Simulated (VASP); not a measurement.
Wanted: the native input for a VASP 6.6.1 run.

| Quantity | Value |
| --- | --- |
| Task | relaxation of cell and atoms |
| Functional | r2SCAN |
| Potentials or basis | VASP PAW PBE potentials, release 64 (N) |
| Cutoff | 600 eV |
| k mesh | 6 × 6 × 4 |
| Occupations | gaussian, width 0.02 eV |
| Spin | no spin polarisation |
| Dipole correction | no |
| Further INCAR settings | ALGO = Normal; EDIFF = 1e-06; IBRION = 2; EDIFFG = -0.005; NSW = 100; ISIF = 3 |

Crystal: N.

```
CELL_PARAMETERS angstrom
4.10706 0.00000 0.00000
0.00000 4.10706 0.00000
0.00000 0.00000 5.36692
ATOMIC_POSITIONS crystal
N 0.90591 0.90591 0.00000
N 0.59409 0.40591 0.50000
N 0.09409 0.09409 0.00000
N 0.40591 0.59409 0.50000
```

These files were run (other wordings do the same):

POSCAR

```
N
1.0
    4.1070556188      0.0000000000      0.0000000000
    0.0000000000      4.1070556188      0.0000000000
    0.0000000000      0.0000000000      5.3669212219
N
4
Direct
    0.9059077494      0.9059077494      0.0000000000
    0.5940922506      0.4059077494      0.5000000000
    0.0940922506      0.0940922506      0.0000000000
    0.4059077494      0.5940922506      0.5000000000
```

INCAR.step1

```
PREC = Accurate
ENCUT = 600
ISMEAR = 0
SIGMA = 0.02
LREAL = False
LASPH = True
NELM = 100
GGA = PE
ALGO = Normal
EDIFF = 1E-4
LWAVE = True
LCHARG = False
```

INCAR.step2

```
PREC = Accurate
ENCUT = 600
EDIFF = 1E-6
ISMEAR = 0
SIGMA = 0.02
LREAL = False
LASPH = True
NELM = 100
ALGO = Normal
ISIF = 3
LWAVE = False
LCHARG = False
METAGGA = R2SCAN
LMIXTAU = True
IBRION = 2
NSW = 100
EDIFFG = -0.005
ISTART = 1
```

KPOINTS

```
regular mesh
0
Gamma
  6 6 4
```

Potentials or basis: VASP PAW PBE potentials, release 64 (N).

Command:

```bash
$ cat potpaw_PBE.64/N/POTCAR > POTCAR
$ cp INCAR.step1 INCAR
$ mpirun -np 1 vasp_std > vasp.out
$ cp INCAR.step2 INCAR
$ mpirun -np 1 vasp_std > vasp.out
```

Results of the run:

The relaxed volume is 21.96 Å³/atom and the relaxed cell is a = 4.058 Å, b = 4.058 Å, c = 5.335 Å, α = 90.00°, β = 90.00°, γ = 90.00°. The space group after relaxing (to 0.05 Å) is P4_2/mnm (No. 136), the energy gained by relaxing is 7.1 meV/atom and the ionic steps are 28. The pressure after relaxing is 0.0 GPa and the band gap on the k mesh is 7.52 eV, indirect (least direct gap 7.74 eV).

Caveat: the standard files for N, O and F lose accuracy on very short bonds; the PAW data sets were made with another functional, which shifts forces and pressure a little.

It took 18 min on 1 thread of Intel(R) Xeon(R) 6975P-C (Granite Rapids) (shared host), peak memory 0.27 GiB.
